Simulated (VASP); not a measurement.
Input of a VASP 6.6.1 run:

INCAR

```
ALGO = Normal
EDIFF = 1E-7
ENCUT = 520
GGA = PE
ISIF = 2
ISMEAR = -1
LASPH = True
LCHARG = False
LREAL = False
LWAVE = False
NBANDS = 11
NELM = 60
PREC = Accurate
SIGMA = 0.02
```

File KPOINTS:

```
k-points
0
Gamma
  10 10 10
```

Contents of POSCAR:

```
MgO
1.0
    0.0000000000      2.1088943526      2.1088943526
    2.1088943526      0.0000000000      2.1088943526
    2.1088943526      2.1088943526      0.0000000000
Mg O
1 1
Direct
    0.0000000000      0.0000000000      0.0000000000
    0.5000000000      0.5000000000      0.5000000000
```

Potentials or basis: VASP PAW PBE potentials, release 64 (Mg, O).

The run is started by

```sh
$ cat potpaw_PBE.64/Mg/POTCAR potpaw_PBE.64/O/POTCAR > POTCAR
$ mpirun -np 1 vasp_std > vasp.out
```

Estimate the band gap on the k mesh.

4.69 eV, direct.

Predict the pressure.

3.3 GPa.

Caveat: the cell differs from its parent crystal (strain +0.3%).
